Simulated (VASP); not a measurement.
Wanted: the native input for a VASP 6.6.1 run.

```
Task                   : single point
Functional             : PBEsol
Potentials or basis    : VASP PAW PBE potentials, release 64 (Sn_d)
Cutoff                 : 520 eV
k mesh                 : 8 × 8 × 8
Occupations            : fermi-dirac, width 0.05 eV
Spin                   : no spin polarisation
Dipole correction      : no
Further INCAR settings : ALGO = Normal; EDIFF = 1e-06; NBANDS = 21
```

The structure of Sn lies in POSCAR:

```
Sn
1.0
    0.0000000000      3.2333428000      3.2333428000
    3.2333428000      0.0000000000      3.2333428000
    3.2333428000      3.2333428000      0.0000000000
Sn
2
Direct
   -0.1575000000      0.0525000000      0.0525000000
    0.4075000000      0.1975000000      0.1975000000
```

This cell differs from its parent crystal: shortest bond scaled by 0.58.

These files were run (other wordings do the same):

INCAR

```
SYSTEM = Sn
  ALGO = Normal
  EDIFF = 1E-6
  ENCUT = 520
  GGA = PS
  ISIF = 2
  ISMEAR = -1
  LASPH = .True.
  LCHARG = .False.
  LREAL = .False.
  LWAVE = .False.
  NBANDS = 21
  NELM = 100
  PREC = Accurate
  SIGMA = 0.05
```

KPOINTS

```
k-points
0
Gamma
  8 8 8
  0 0 0
```

Potentials or basis: VASP PAW PBE potentials, release 64 (Sn_d).

Command:

```console
$ cat potpaw_PBE.64/Sn_d/POTCAR > POTCAR
$ mpirun -np 1 vasp_std > vasp.out
```

It gave:

```yaml
Pressure: 82.1 GPa
Largest_force: 64.952 eV/Å
Band_gap_on_the_k_mesh: zero (bands 14 and 15 overlap by 0.34 eV)
```

Caveat: the cell differs from its parent crystal (shortest bond scaled by 0.58); atoms lie so close that the PAW spheres overlap strongly, which falsifies energies and pressures; the cell stands under pressure; the PAW data sets were made with another functional, which shifts forces and pressure a little; spin-orbit coupling is left out, which moves the levels of the heavy elements.

Run time: 2.2 min on 1 thread of Intel Xeon 8259CL, with other jobs on the host, peak memory 0.24 GiB.
